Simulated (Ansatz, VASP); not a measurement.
## Two plane-wave programs on SnTe

```
Te Sn
1.0
     0.00000    3.61115    3.61115
     3.61115    0.00000    3.61115
     3.61115    3.61115    0.00000
Te Sn
1 1
Direct
  0.25000 0.25000 0.25000
  0.00000 0.00000 0.00000
```

Alike in both runs: functional revPBE; k mesh 7 × 7 × 7; occupations fermi-dirac, width 0.05 eV; no spin polarisation.

|  | VASP | Ansatz |
| --- | --- | --- |
| version | VASP 6.6.1 | Ansatz 0.2.0 |
| potentials or method | VASP PAW PBE potentials, release 64 (Te, Sn_d) | Ansatz PAW |
| plane-wave cutoff (eV) | 520 | 420 |
| valence electrons in the cell | 20 | 30 |
| task | single point | band structure |

|  | VASP | Ansatz | Ansatz less VASP |
| --- | --- | --- | --- |
| gap on the k mesh at the Fermi level (eV) | 0.40 | 0.40 | +0.002 |
| least direct gap on the mesh (eV) | 0.88 | 0.88 | +0.002 |
| pressure (GPa) | 0.7 | 0.7 | +0.02 |

VASP's potentials were made for PBE, not for revPBE. With one functional, cell and mesh, what is left measures potentials, basis and numerics. VASP's potentials hold 20 valence electrons a cell and Ansatz's 30, so a difference there can come from the potentials and not from the codes.

Spin-orbit coupling is off throughout. Noted on Ansatz's run: the k mesh misses the band edges, so the gap on the mesh is wider than the one along the path.
